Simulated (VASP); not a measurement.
**Ta2Ti2SnBiNO11: single point with PBE**

Crystal: Ta2Ti2SnBiNO11.

```
CELL_PARAMETERS angstrom
5.15062 2.64470 -2.32459
2.80706 5.14615 2.64484
5.28179 -2.46687 2.76475
ATOMIC_POSITIONS crystal
N 0.21317 0.37280 0.32244
O 0.50659 0.32029 0.52638
O 0.93200 0.51203 0.67609
O 0.91392 0.36832 0.15159
O 0.31348 0.74978 0.19312
O 0.58223 0.97540 0.12677
O 0.07191 0.04773 0.56578
O 0.40571 0.00807 0.80912
O 0.59142 0.38170 0.91309
O 0.84487 0.88040 0.39930
O 0.51933 0.69035 0.50741
O 0.09984 0.64987 0.85948
Ti 0.85687 0.38342 0.47327
Ti 0.32665 0.31359 0.01182
Sn 0.67148 0.66502 0.97128
Ta 0.45776 0.04378 0.47436
Ta 0.19415 0.65122 0.50448
Bi 0.98645 0.99711 0.00951
```

```json
{
  "Program": "VASP 6.6.1",
  "Task": "single point",
  "Functional": "PBE",
  "Potentials or basis": "VASP PAW PBE potentials, release 64 (N, O, Ti_sv, Sn_d, Ta_pv, Bi_d)",
  "Cutoff": "520 eV",
  "k mesh": "2 × 2 × 2, shifted",
  "Occupations": "gaussian, width 0.1 eV",
  "Spin": "no spin polarisation",
  "Dipole correction": "no",
  "Further INCAR settings": "LREAL = Auto; ALGO = Normal; EDIFF = 1e-07; NBANDS = 88; ISYM = 0"
}
```

```json
{"Pressure": "0.7 GPa", "Largest force": "0.135 eV/Å", "Band gap on the k mesh": "2.46 eV, indirect (least direct gap 2.54 eV)"}
```

Forces on the atoms (eV/Å):
```
N    0.022  0.030  0.021
O    0.074 -0.002 -0.052
O   -0.001  0.014 -0.028
O    0.015 -0.010 -0.025
O   -0.027  0.017  0.014
O    0.011  0.004 -0.008
O    0.008 -0.069 -0.035
O    0.027 -0.008  0.021
O    0.044  0.064 -0.031
O    0.032  0.023 -0.055
O   -0.028 -0.013  0.038
O    0.001 -0.006  0.015
Ti  -0.033 -0.016  0.003
Ti  -0.116 -0.063  0.030
Sn   0.003  0.023 -0.045
Ta  -0.028 -0.012  0.070
Ta  -0.010 -0.006  0.078
Bi   0.006  0.031 -0.011
```

Stress tensor (GPa, compression positive):
```
0.66 0.01 0.00
0.01 0.69 0.06
0.00 0.06 0.83
```

Levels at points of the mesh, in eV from the valence-band top:
```tsv
k point	band 69	band 70	band 71	band 72	band 73	band 74	band 75	band 76	band 77	band 78
(0.25, 0.25, 0.25)	-0.90	-0.80	-0.69	-0.21	0.00	2.54	2.74	2.82	3.04	3.21
```

Run time: 2.6 min on 1 thread of Intel(R) Xeon(R) 6975P-C (Granite Rapids), on a shared host, peak memory 0.35 GiB.

Caveat: the k points lie up to 0.63 Å⁻¹ apart; spin-orbit coupling is left out, which moves the levels of the heavy elements. A k mesh can miss the band edges.
